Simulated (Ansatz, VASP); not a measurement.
**Two plane-wave programs on YCu6ClO8**

File INCAR:

```
PREC = Accurate
ENCUT = 520
EDIFF = 1E-8
ISMEAR = -1
SIGMA = 0.05
LREAL = Auto
LASPH = True
NELM = 100
ALGO = Normal
ISIF = 2
LWAVE = False
LCHARG = False
GGA = PE
LEFG = True
NBANDS = 80
```

The input KPOINTS:

```
Automatic mesh
0
Gamma
  6 6 6
```

Contents of POSCAR:

```
YCu6ClO8
1.0
    0.0000000000      4.6462890000      4.6462890000
    4.6462890000      0.0000000000      4.6462890000
    4.6462890000      4.6462890000      0.0000000000
Y Cu Cl O
1 6 1 8
Direct
    0.0000000000      0.0000000000      0.0000000000
    0.0000000000      0.0000000000      0.5000000000
    0.5000000000      0.0000000000      0.5000000000
    0.0000000000      0.5000000000      0.5000000000
    0.5000000000      0.5000000000      0.0000000000
    0.0000000000      0.5000000000      0.0000000000
    0.5000000000      0.0000000000      0.0000000000
    0.5000000000      0.5000000000      0.5000000000
    0.8555030000      0.8555030000      0.4334910000
    0.8555030000      0.4334910000      0.8555030000
    0.4334910000      0.8555030000      0.8555030000
    0.8555030000      0.8555030000      0.8555030000
    0.1444970000      0.1444970000      0.5665090000
    0.1444970000      0.5665090000      0.1444970000
    0.5665090000      0.1444970000      0.1444970000
    0.1444970000      0.1444970000      0.1444970000
```

Input for Ansatz:

```yaml
crystal:
  lattice:
    - [0.0, 4.646289, 4.646289]
    - [4.646289, 0.0, 4.646289]
    - [4.646289, 4.646289, 0.0]
  atoms:
    - { symbol: "Y", position: [0.0, 0.0, 0.0] }
    - { symbol: Cu, position: [0.0, 0.0, 0.5] }
    - { symbol: Cu, position: [0.5, 0.0, 0.5] }
    - { symbol: Cu, position: [0.0, 0.5, 0.5] }
    - { symbol: Cu, position: [0.5, 0.5, 0.0] }
    - { symbol: Cu, position: [0.0, 0.5, 0.0] }
    - { symbol: Cu, position: [0.5, 0.0, 0.0] }
    - { symbol: Cl, position: [0.5, 0.5, 0.5] }
    - { symbol: O, position: [0.855503, 0.855503, 0.433491] }
    - { symbol: O, position: [0.855503, 0.433491, 0.855503] }
    - { symbol: O, position: [0.433491, 0.855503, 0.855503] }
    - { symbol: O, position: [0.855503, 0.855503, 0.855503] }
    - { symbol: O, position: [0.144497, 0.144497, 0.566509] }
    - { symbol: O, position: [0.144497, 0.566509, 0.144497] }
    - { symbol: O, position: [0.566509, 0.144497, 0.144497] }
    - { symbol: O, position: [0.144497, 0.144497, 0.144497] }
kpoints:
  mp_grid: { grid: [6, 6, 6] }
scf:
  occupations: { method: fermi_dirac, width: 0.05 }
hamiltonian:
  xc: pbe
  pseudopotentials: { kind: paw }
output:
  forces: true
  stress: true
  populations: true
  efg:
    quadrupole_moments_barn: { Cu: -0.22, Cl: -0.08112, O: -0.02558 }
    contact_densities: true
  write_density: true
  write_potential: true
  elf: true
  volumetric_format: npy
```

Alike in both runs: task electric field gradients; functional PBE; k mesh 6 × 6 × 6; occupations fermi-dirac, width 0.05 eV; no spin polarisation.

|  | VASP | Ansatz |
| --- | --- | --- |
| version | VASP 6.6.1 | Ansatz 0.2.0 |
| potentials or method | VASP PAW PBE potentials, release 64 (Y_sv, Cu, Cl, O) | plane-wave PAW, scalar-relativistic |
| plane-wave cutoff (eV) | 520 | 420 |
| valence electrons in the cell | 132 | 180 |

|  | VASP | Ansatz | Ansatz less VASP |
| --- | --- | --- | --- |
| pressure (GPa) | 0.1 | -0.4 | -0.51 |
| rms of the force components (eV/Å) | 0.038 | 0.022 | -0.0157 |
| size of Vzz on the site where it differs most (V/Å²) | 58.0 | 51.1 | -6.86 |

Atom by atom the forces differ by 0.016 eV/Å (rms over components). The functional is the same, so the differences come from potentials, cutoffs and numerics. VASP's potentials hold 132 valence electrons a cell and Ansatz's 180, so a difference there can come from the potentials and not from the codes.
